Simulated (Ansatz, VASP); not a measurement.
**Ti: VASP beside Ansatz**

File INCAR:

```
SYSTEM = Ti
PREC = Accurate
ENCUT = 520
EDIFF = 1E-7
ISMEAR = -1
SIGMA = 0.05
LREAL = .False.
LASPH = .True.
NELM = 80
ALGO = Normal
ISIF = 2
LWAVE = .False.
LCHARG = .False.
GGA = PE
NBANDS = 12
```

Contents of KPOINTS:

```
regular mesh
0
Gamma
  14 14 14
  0 0 0
```

The input POSCAR:

```
Ti
1.0
   -1.6355116647      1.6355116647      1.6355116647
    1.6355116647     -1.6355116647      1.6355116647
    1.6355116647      1.6355116647     -1.6355116647
Ti
1
Direct
    0.0000000000      0.0000000000      0.0000000000
```

Input for Ansatz:

```yaml
crystal:
  lattice:
    - [-1.6355116647, 1.6355116647, 1.6355116647]
    - [1.6355116647, -1.6355116647, 1.6355116647]
    - [1.6355116647, 1.6355116647, -1.6355116647]
  atoms:
    - { symbol: Ti, position: [0.0, 0.0, 0.0] }
kpoints:
  mp_grid: { grid: [14, 14, 14] }
  band_path:
    path:
      - [0.0, 0.0, 0.0]
      - [0.5, -0.5, 0.5]
      - [0.0, 0.0, 0.5]
      - [0.0, 0.0, 0.0]
      - [0.25, 0.25, 0.25]
      - [0.5, -0.5, 0.5]
      - [0.25, 0.25, 0.25]
      - [0.0, 0.0, 0.5]
    npoints: 5
scf:
  occupations: { method: fermi_dirac, width: 0.05 }
hamiltonian:
  xc: pbe
  pseudopotentials: { kind: all_electron, lapw: { basis_error: 0.00025 } }
output:
  forces: true
  stress: true
  eigenvalues: true
```

Change from the starting cell: volume scaled by 0.99.

Alike in both runs: task single point; functional PBE; k mesh 14 × 14 × 14; occupations fermi-dirac, width 0.05 eV; no spin polarisation.

|  | VASP | Ansatz |
| --- | --- | --- |
| version | VASP 6.6.1 | Ansatz 0.2.0 |
| potentials or method | VASP PAW PBE potentials, release 64 (Ti_sv), cutoff 520 eV | all-electron LAPW, scalar-relativistic |

|  | VASP | Ansatz | Ansatz less VASP |
| --- | --- | --- | --- |
| pressure (GPa) | -1.6 | -1.4 | +0.23 |

Ansatz ran all-electron here, and VASP with PAW potentials.
